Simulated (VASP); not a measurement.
A run of VASP 6.6.1 is set up as follows.

Contents of INCAR:

```
PREC = Accurate
ENCUT = 400
EDIFF = 1E-8
ISMEAR = 0
SIGMA = 0.1
LREAL = F
LASPH = T
NELM = 200
ALGO = Normal
ISIF = 2
LWAVE = F
LCHARG = F
ISPIN = 2
MAGMOM = 0.51
LORBIT = 11
LMAXMIX = 4
GGA = PE
LEFG = T
NBANDS = 16
GGA_COMPAT = F
```

The input KPOINTS:

```
regular mesh
0
Gamma
  6 6 6
```

The input POSCAR:

```
V
1.0
   -1.4909951838      1.4909951838      1.4909951838
    1.4909951838     -1.4909951838      1.4909951838
    1.4909951838      1.4909951838     -1.4909951838
V
1
Direct
    0.0000000000      0.0000000000      0.0000000000
```

Potentials or basis: VASP PAW PBE potentials, release 64 (V_sv).

Launch:

```sh
$ cat potpaw_PBE.64/V_sv/POTCAR > POTCAR
$ mpirun -np 1 vasp_std > vasp.out
```

Problem. Predict the net moment.

Solution. 0.61 μB per cell.

Problem. Estimate the pressure.

Solution. 2.9 GPa.

Problem. Predict the site moments.

Solution. V +0.48 μB.

Caveat: the k points lie up to 0.50 Å⁻¹ apart; without QUAD_EFG the Cq values of the log hold for a quadrupole moment of 1 mb, not for the nuclei.
